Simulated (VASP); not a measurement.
Set up this calculation in VASP 6.6.1, as the native input.

| Quantity | Value |
| --- | --- |
| Task | single point |
| Functional | PBE |
| Potentials or basis | VASP PAW PBE potentials, release 64 (Sn_d, O) |
| Cutoff | 520 eV |
| k mesh | 9 × 9 × 9 |
| Occupations | fermi-dirac, width 0.05 eV |
| Spin | no spin polarisation |
| Dipole correction | no |
| Further INCAR settings | ALGO = Normal; EDIFF = 1e-07; NBANDS = 17 |

The structure of SnO lies in POSCAR:

```
SnO
1.0
    3.1319300000      0.0000000000      0.0000000000
    0.0000000000      3.1319300000      0.0000000000
    0.0000000000      0.0000000000      3.1319300000
Sn O
1 1
Direct
    0.0102770000     -0.0081350000     -0.0041750000
    0.4955480000      0.5136390000      0.5029040000
```

This cell differs from its parent crystal: atoms moved at random.

These files were run (other wordings do the same):

INCAR

```
  ALGO = Normal
  EDIFF = 1E-7
  ENCUT = 520
  GGA = PE
  ISIF = 2
  ISMEAR = -1
  LASPH = True
  LCHARG = False
  LREAL = False
  LWAVE = False
  NBANDS = 17
  NELM = 100
  PREC = Accurate
  SIGMA = 0.05
```

KPOINTS

```
k-points
0
Gamma
  9 9 9
```

Potentials or basis: VASP PAW PBE potentials, release 64 (Sn_d, O).

Run with:

```bash
$ cat potpaw_PBE.64/Sn_d/POTCAR potpaw_PBE.64/O/POTCAR > POTCAR
$ mpirun -np 1 vasp_std > vasp.out
```

It gave:

- Pressure: 0.0 GPa
- Largest force: 0.305 eV/Å
- Band gap on the k mesh: 0.47 eV, indirect (least direct gap 0.91 eV)

Caveat: the cell differs from its parent crystal (atoms moved at random); spin-orbit coupling is left out, which moves the levels of the heavy elements.

Wall time 67 s on 1 thread of Intel(R) Xeon(R) Platinum 8559C (Emerald Rapids), on a shared host, peak memory 0.29 GiB.
